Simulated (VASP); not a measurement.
# Ta3N (P-3m1) in VASP: a series of runs

Aim: see how the results for Ta3N move with the level of theory and the settings. Levels: r2SCAN, PBEsol, PBE. Tasks: single point.

All numbers are computed with VASP 6.6.1; they aren't measurements. Logs are shortened: lines on timing, memory, paths and dates and some standing lists are left out, and cuts for length are marked.

### Step 1. The cell of the first run

Symmetry: P-3m1, No. 164, trigonal system. Conventional cell: a = 3.072 Å, b = 3.072 Å, c = 7.623 Å, α = 90.00°, β = 90.00°, γ = 120.00°. Ta (site symmetry 3m) has 3 N at 2.21 Å within 2.9 Å. Ta (site symmetry -3m) has 12 Ta at 3.05 to 3.07 Å and 2 N at 3.81 Å within 4.0 Å. Within 2.9 Å of N (site symmetry -3m) lie 6 Ta at 2.21 Å.

### Step 2. Single point, r2SCAN

POSCAR

```
Ta3N
1.0
    3.0721262478      0.0000000000      0.0000000000
   -1.5360631240      2.6605393743      0.0000000000
    0.0000000000      0.0000000000      7.6231501572
Ta N
3 1
Direct
    0.6666666667      0.3333333333      0.8260700000
    0.3333333333      0.6666666667      0.1739300000
    0.0000000000      0.0000000000      0.5000000000
    0.0000000000      0.0000000000      0.0000000000
```

INCAR.step1

```
SYSTEM = Ta3N
ALGO = Normal
EDIFF = 1E-4
ENCUT = 520
GGA = PE
ISMEAR = -1
LASPH = .True.
LCHARG = .False.
LREAL = .False.
LWAVE = .True.
NBANDS = 27
NELM = 100
PREC = Accurate
SIGMA = 0.05
```

INCAR.step2

```
SYSTEM = Ta3N
ALGO = Normal
EDIFF = 1E-6
ENCUT = 520
ISIF = 2
ISMEAR = -1
ISTART = 1
LASPH = .True.
LCHARG = .False.
LMIXTAU = .True.
LREAL = .False.
LWAVE = .False.
METAGGA = R2SCAN
NBANDS = 27
NELM = 100
PREC = Accurate
SIGMA = 0.05
```

KPOINTS

```
k-points
0
Gamma
  10 10 4
  0 0 0
```

Potentials or basis: VASP PAW PBE potentials, release 64 (Ta_pv, N).

On the command line:

```sh
$ cat potpaw_PBE.64/Ta_pv/POTCAR potpaw_PBE.64/N/POTCAR > POTCAR
$ cp INCAR.step1 INCAR
$ mpirun -np 1 vasp_std > vasp.out
$ cp INCAR.step2 INCAR
$ mpirun -np 1 vasp_std > vasp.out
```

OUTCAR:

```text
SYSTEM = Ta3N
   EDIFF = 1E-6
   ENCUT = 520
   ISIF = 2
   ISMEAR = -1
   ISTART = 1
   LASPH = .True.
   LREAL = .False.
   METAGGA = R2SCAN
   NELM = 100
   PREC = Accurate

 ion  position               nearest neighbor table
   1  0.667  0.333  0.826-   4 2.21   4 2.21   4 2.21   3 3.05   3 3.05   3 3.05   2 3.19   2 3.19
                             2 3.19
   2  0.333  0.667  0.174-   4 2.21   4 2.21   4 2.21   3 3.05   3 3.05   3 3.05   1 3.19   1 3.19
                             1 3.19
   3  0.000  0.000  0.500-   1 3.05   2 3.05   1 3.05   2 3.05   1 3.05   2 3.05
   4  0.000  0.000  0.000-   1 2.21   2 2.21   1 2.21   2 2.21   1 2.21   2 2.21

  LATTYP: Found a hexagonal cell.
 ALAT       =     3.0721262478
 C/A-ratio  =     2.4813922158

  Lattice vectors:

 A1 = (   3.0721262478,   0.0000000000,   0.0000000000)
 A2 = (  -1.5360631240,   2.6605393743,   0.0000000000)
 A3 = (   0.0000000000,   0.0000000000,   7.6231501572)

Analysis of symmetry for initial positions (statically):
=====================================================================
 Subroutine PRICEL returns:
 Original cell was already a primitive cell.

 Routine SETGRP: Setting up the symmetry group for a
 hexagonal supercell.

 Subroutine GETGRP returns: Found 12 space group operations
 (whereof 12 operations were pure point group operations)
 out of a pool of 24 trial point group operations.

The static configuration has the point symmetry D_3d.

Analysis of symmetry for dynamics (positions and initial velocities):
=====================================================================
 Subroutine PRICEL returns:
 Original cell was already a primitive cell.

 Routine SETGRP: Setting up the symmetry group for a
 hexagonal supercell.

 Subroutine GETGRP returns: Found 12 space group operations
 (whereof 12 operations were pure point group operations)
 out of a pool of 24 trial point group operations.

The dynamic configuration has the point symmetry D_3d.

 Subroutine INISYM returns: Found 12 space group operations
 (whereof 12 operations are pure point group operations),
 and found     1 'primitive' translations

----------------------------------------------------------------------------------------

                                     Primitive cell
[... 85 lines left out ...]
 SYSTEM =  Ta3N
   PREC   = accura    normal or accurate (medium, high low for compatibility)
   ISTART =      1    job   : 0-new  1-cont  2-samecut
   ICHARG =      0    charge: 1-file 2-atom 10-const
   ISPIN  =      1    spin polarized calculation?
   LNONCOLLINEAR =      F non collinear calculations
   LSORBIT =      F    spin-orbit coupling
   LASPH  =      T    aspherical Exc in radial PAW
   ENCUT  =  520.0 eV  38.22 Ry    6.18 a.u.   5.71  5.71 14.17*2*pi/ulx,y,z
   NELM   =    100;   NELMIN=  2; NELMDL=  0     # of ELM steps
   EDIFF  = 0.1E-05   stopping-criterion for ELM
   LREAL  =      F    real-space projection
   EDIFFG = 0.1E-04   stopping-criterion for IOM
   NSW    =      0    number of steps for IOM
   IBRION =     -1    ionic relax: 0-MD 1-quasi-New 2-CG
   NFREE  =      0    steps in history (QN), initial steepest desc. (CG)
   ISIF   =      2    stress and relaxation
   ISYM   =      2    0-nonsym 1-usesym 2-fastsym
   POTIM  = 0.5000    time-step for ionic-motion
   TEBEG  =    0.0;   TEEND  =   0.0 temperature during run
   PSTRESS=    0.0 pullay stress
   NELECT =      38.0000    total number of electrons
   NUPDOWN=      -1.0000    fix difference up-down
   EMIN   =  10.00;   EMAX   =-10.00  energy-range for DOS
   EFERMI =   0.00;   METHOD = LEGACY
   ISMEAR =    -1;   SIGMA  =   0.05  broadening in eV -4-tet -1-fermi 0-gaus
   EFERMI_NEDOS =   21; number of points for ismear=-14 and -15
   IALGO  =     38    algorithm
   IMIX   =      4    mixing-type and parameters
     AMIX     =   0.40;   BMIX     =  1.00
     AMIX_MAG =   1.60;   BMIX_MAG =  1.00
  volume/ion in A,a.u.               =      15.58       105.12
  Fermi-wavevector in a.u.,A,eV,Ry     =   1.388316  2.623537 26.224154  1.927421
  Thomas-Fermi vector in A             =   2.512454
   LORBIT       =      0    0 simple, 1 ext, 2 COOP (PROOUT), +10 PAW based schemes
   METAGGA = R2SCAN    functional components
   LHFCALC =     F    Hartree Fock is set to
   AEXX    =    0.0000 exact exchange contribution
   IVDW    =     0    specifies the selected vdW correction
   LEPSILON=     F    determine dielectric tensor
   LRPA    =     F    only Hartree local field effects (RPA)
 non-spin polarized calculation
  energy-cutoff  :      520.00
  volume of cell :       62.31
 maximum number of plane-waves:      1692
 NGX is ok and might be reduce to    24
   NGX = 11   NGY = 11   NGZ = 29

 number of electron      38.0000007 magnetization

 Free energy of the ion-electron system (eV)
  ---------------------------------------------------
  ext. energy  EPLUGINS =         0.00000000
  ---------------------------------------------------
  free energy    TOTEN  =      -156.92186243 eV

  energy without entropy =     -156.89858007  energy(sigma->0) =     -156.91022125

 E-fermi :   6.2536     XC(G=0): -13.5362

 val. band max:        6.2428400694   @ k =  -0.1000   0.5000   0.2500
 cond. band min:       6.2566276464   @ k =   0.0000   0.1000   0.2500
 fundamental gap:      0.0137875770
 Fermi energy:         6.2535503966

 k-point     1 :       0.0000    0.0000    0.0000
  band No.  band energies     occupation
      1     -30.2654      2.00000
      2     -30.0108      2.00000
      3     -29.7203      2.00000
      4     -29.7203      2.00000
      5     -29.6955      2.00000
      6     -29.6955      2.00000
[... 709 lines left out ...]
     26      11.0149      0.00000
     27      11.7650      0.00000

 [... further k-points ...]
[... 5 lines left out ...]
  --------------------------------------------------------------------------------------
  -------------------------------------------------------------------------------------
  Total       -4.9624040     -4.9624040     -4.2241936      0.0000000      0.0000000     -0.0000000
  in kB     -127.6025851   -127.6025851   -108.6203429      0.0000000      0.0000000     -0.0000000
  external PRESSURE =    -121.2751710 kB  Pullay stress =       0.0000000 kB

 VOLUME and BASIS-vectors are now :
 -----------------------------------------------------------------------------
  energy-cutoff  :      520.00
  volume of cell :       62.31
      direct lattice vectors                 reciprocal lattice vectors
     3.072126248  0.000000000  0.000000000     0.325507456  0.187931817  0.000000000
    -1.536063124  2.660539374  0.000000000     0.000000000  0.375863635  0.000000000
     0.000000000  0.000000000  7.623150157     0.000000000  0.000000000  0.131179365

 POSITION                                       TOTAL-FORCE (eV/Angst)
 -----------------------------------------------------------------------------------
      1.53606      0.88685      6.29726         0.000000     -0.000000      0.224171
     -0.00000      1.77369      1.32589        -0.000000      0.000000     -0.224171
      0.00000      0.00000      3.81158         0.000000      0.000000      0.000000
      0.00000      0.00000      0.00000         0.000000      0.000000      0.000000
 -----------------------------------------------------------------------------------
    total drift:                                0.000000     -0.000000      0.000000

  FREE ENERGIE OF THE ION-ELECTRON SYSTEM (eV)
  ---------------------------------------------------
  free  energy   TOTEN  =      -156.9218624306 eV

  energy  without entropy=     -156.8985800698  energy(sigma->0) =     -156.91022125
```

OUTCAR.step1:

```text
SYSTEM = Ta3N
   EDIFF = 1E-4
   ENCUT = 520
   GGA = PE
   ISMEAR = -1
   LASPH = .True.
   LREAL = .False.
   NELM = 100
[... 949 lines left out ...]
     -0.00000      1.77369      1.32589         0.000000      0.000000     -0.307531
      0.00000      0.00000      3.81158        -0.000000      0.000000     -0.000000
      0.00000      0.00000      0.00000        -0.000000      0.000000     -0.000000
 -----------------------------------------------------------------------------------
    total drift:                                0.000000     -0.000000      0.000000

  FREE ENERGIE OF THE ION-ELECTRON SYSTEM (eV)
  ---------------------------------------------------
  free  energy   TOTEN  =       -45.5534307704 eV

  energy  without entropy=      -45.5278459641  energy(sigma->0) =      -45.54063837
```

OSZICAR.step1:

```text
N       E                     dE             d eps       ncg     rms          rms(c)
DAV:   1     0.336304697575E+03    0.33630E+03   -0.21142E+04  2700   0.146E+03
DAV:   2    -0.332375366869E+02   -0.36954E+03   -0.36087E+03  3069   0.422E+02
DAV:   3    -0.493020824731E+02   -0.16065E+02   -0.15741E+02  3483   0.804E+01
DAV:   4    -0.495764639166E+02   -0.27438E+00   -0.27121E+00  3373   0.101E+01
DAV:   5    -0.495802189085E+02   -0.37550E-02   -0.37480E-02  3537   0.108E+00    0.268E+01
DAV:   6    -0.460582004868E+02    0.35220E+01   -0.16700E+01  3536   0.236E+01    0.124E+01
DAV:   7    -0.456272019225E+02    0.43100E+00   -0.20687E+00  3385   0.870E+00    0.574E+00
DAV:   8    -0.455816824658E+02    0.45519E-01   -0.62898E-01  3606   0.447E+00    0.108E+00
DAV:   9    -0.455583299002E+02    0.23353E-01   -0.29740E-01  3453   0.302E+00    0.590E-01
DAV:  10    -0.455538687104E+02    0.44612E-02   -0.38068E-02  3609   0.932E-01    0.243E-01
DAV:  11    -0.455534613171E+02    0.40739E-03   -0.43305E-03  3697   0.394E-01    0.658E-02
DAV:  12    -0.455534307704E+02    0.30547E-04   -0.34432E-04  2598   0.119E-01
   1 F= -.45553431E+02 E0= -.45540638E+02  d E =-.255848E-01
```

Run time: 2.1 min. Hardware: 1 thread of Intel Xeon 6975P-C (Granite Rapids), shared host; peak memory 0.23 GiB.

Results:

```
Free energy            : -156.9219 eV
Pressure               : -12.1 GPa
Largest force          : 0.224 eV/Å
Band gap on the k mesh : zero (band 19 reaches 6.47 eV, above the bottom of band 20 at 6.00 eV)
```

Forces in eV/Å, atoms in the order of the input:
```
Ta   0.000  0.000  0.224
Ta   0.000  0.000 -0.224
Ta   0.000  0.000  0.000
N    0.000  0.000  0.000
```

Stress tensor (GPa, compression positive):
```
-12.76   0.00   0.00
  0.00 -12.76   0.00
  0.00   0.00 -10.86
```

Levels at points of the mesh, in eV from the Fermi level:
```tsv
k point	band 16	band 17	band 18	band 19	band 20	band 21	band 22	band 23
(0.00, 0.00, 0.00)	-1.68	-0.38	-0.38	-0.27	0.32	0.32	0.91	1.85
(0.50, 0.00, 0.00)	-3.19	-1.43	-0.53	0.10	0.66	0.76	3.45	4.02
(0.00, 0.00, 0.50)	-1.34	-1.14	-0.17	-0.17	0.56	0.56	1.20	1.33
(0.50, 0.00, 0.50)	-2.98	-1.59	-1.29	-0.03	0.89	1.30	2.41	4.36
```

Caveat: the PAW data sets were made with another functional, which shifts forces and pressure a little; spin-orbit coupling is left out, which moves the levels of the heavy elements.

### Step 3. Single point, r2SCAN

This run uses another cell than the first one, of 15.88 Å³/atom, 1.019 times its volume.

POSCAR

```
Ta3N
1.0
    3.0916944585      0.0000000000      0.0000000000
   -1.5458472293      2.6774859418      0.0000000000
    0.0000000000      0.0000000000      7.6717065629
Ta N
3 1
Direct
    0.6666666667      0.3333333333      0.8260700000
    0.3333333333      0.6666666667      0.1739300000
    0.0000000000      0.0000000000      0.5000000000
    0.0000000000      0.0000000000      0.0000000000
```

INCAR.step1

```
PREC = Accurate
ENCUT = 520
ISMEAR = -1
SIGMA = 0.05
LREAL = F
LASPH = T
NELM = 100
NBANDS = 27
GGA = PE
ALGO = Normal
EDIFF = 1E-4
LWAVE = T
LCHARG = F
```

INCAR.step2

```
PREC = Accurate
ENCUT = 520
EDIFF = 1E-6
ISMEAR = -1
SIGMA = 0.05
LREAL = F
LASPH = T
NELM = 100
ALGO = Normal
ISIF = 2
LWAVE = F
LCHARG = F
METAGGA = R2SCAN
LMIXTAU = T
NBANDS = 27
ISTART = 1
```

KPOINTS

```
regular mesh
0
Gamma
  10 10 4
```

Potentials or basis: VASP PAW PBE potentials, release 64 (Ta_pv, N).

On the command line:

```sh
$ cat potpaw_PBE.64/Ta_pv/POTCAR potpaw_PBE.64/N/POTCAR > POTCAR
$ cp INCAR.step1 INCAR
$ mpirun -np 1 vasp_std > vasp.out
$ cp INCAR.step2 INCAR
$ mpirun -np 1 vasp_std > vasp.out
```

Run time: 2.1 min. Hardware: 1 thread of Intel Xeon 6975P-C (Granite Rapids), shared host; peak memory 0.23 GiB.

Results (log left out):

```yaml
Free_energy: -156.8170 eV
Pressure: -16.0 GPa
Largest_force: 0.319 eV/Å
Band_gap_on_the_k_mesh: zero (band 19 reaches 6.27 eV, above the bottom of band 20 at 5.85 eV)
```

Forces in eV/Å, atoms in the order of the input:
```
Ta   0.000  0.000  0.319
Ta   0.000  0.000 -0.319
Ta   0.000  0.000  0.000
N    0.000  0.000  0.000
```

Stress tensor (GPa, compression positive):
```
-16.58   0.00   0.00
  0.00 -16.58   0.00
  0.00   0.00 -14.79
```

Levels at points of the mesh, in eV from the Fermi level:
```
           k point  band 15  band 16  band 17  band 18  band 19  band 20  band 21  band 22  band 23  band 24
(0.00, 0.00, 0.00)    -3.60    -1.69    -0.36    -0.36    -0.26     0.32     0.32     0.89     1.81     1.81
(0.50, 0.00, 0.00)    -3.74    -3.13    -1.43    -0.52     0.09     0.61     0.75     3.37     3.91     4.22
(0.00, 0.00, 0.50)    -4.04    -1.32    -1.12    -0.16    -0.16     0.55     0.55     1.18     1.31     1.31
(0.50, 0.00, 0.50)    -3.67    -2.92    -1.59    -1.27    -0.06     0.86     1.28     2.36     4.25     4.31
```

Caveat: the PAW data sets were made with another functional, which shifts forces and pressure a little; spin-orbit coupling is left out, which moves the levels of the heavy elements.

### Step 4. Single point, PBEsol

This run uses another cell than the first one, of 14.98 Å³/atom, 0.962 times its volume.

INCAR

```
PREC = Accurate
ENCUT = 520
EDIFF = 1E-7
ISMEAR = -1
SIGMA = 0.05
LREAL = False
LASPH = True
NELM = 60
ALGO = Normal
ISIF = 2
LWAVE = False
LCHARG = False
GGA = PS
NBANDS = 27
```

KPOINTS

```
Automatic mesh
0
Gamma
  10 10 4
```

POSCAR

```
Ta3N
1.0
    3.0322239879      0.0000000000      0.0000000000
   -1.5161119940      2.6259830035      0.0000000000
    0.0000000000      0.0000000000      7.5241370000
Ta N
3 1
Direct
    0.6666666667      0.3333333333      0.8260700000
    0.3333333333      0.6666666667      0.1739300000
    0.0000000000      0.0000000000      0.5000000000
    0.0000000000      0.0000000000      0.0000000000
```

On the command line:

```sh
$ cat potpaw_PBE.64/Ta_pv/POTCAR potpaw_PBE.64/N/POTCAR > POTCAR
$ mpirun -np 1 vasp_std > vasp.out
```

It took 81 s on 1 thread of AMD EPYC 7R13 (Zen 3), shared host; peak memory 0.18 GiB.

The run converged. Its results:

| Property | Result |
| --- | --- |
| Free energy | -48.3893 eV |
| Pressure | -7.8 GPa |
| Largest force | 0.342 eV/Å |
| Band gap on the k mesh | zero (band 19 reaches 6.88 eV, above the bottom of band 20 at 6.22 eV) |

Forces in eV/Å, atoms in the order of the input:
```
Ta   0.000  0.000  0.342
Ta   0.000  0.000 -0.342
Ta   0.000  0.000  0.000
N    0.000  0.000  0.000
```

Stress tensor (GPa, compression positive):
```
-7.95  0.00  0.00
 0.00 -7.95  0.00
 0.00  0.00 -7.39
```

Levels at points of the mesh, in eV from the Fermi level:
```tsv
k point	band 16	band 17	band 18	band 19	band 20	band 21	band 22	band 23
(0.00, 0.00, 0.00)	-1.37	-0.49	-0.49	-0.32	0.26	0.26	0.95	1.85
(0.50, 0.00, 0.00)	-3.11	-1.16	-0.51	0.19	0.68	0.89	3.49	4.01
(0.00, 0.00, 0.50)	-1.24	-1.14	-0.27	-0.27	0.53	0.53	1.23	1.27
(0.50, 0.00, 0.50)	-2.90	-1.31	-1.24	0.16	0.94	1.24	2.40	4.39
```

Caveat: the PAW data sets were made with another functional, which shifts forces and pressure a little; spin-orbit coupling is left out, which moves the levels of the heavy elements.

(Continued in part 2 of 2.)
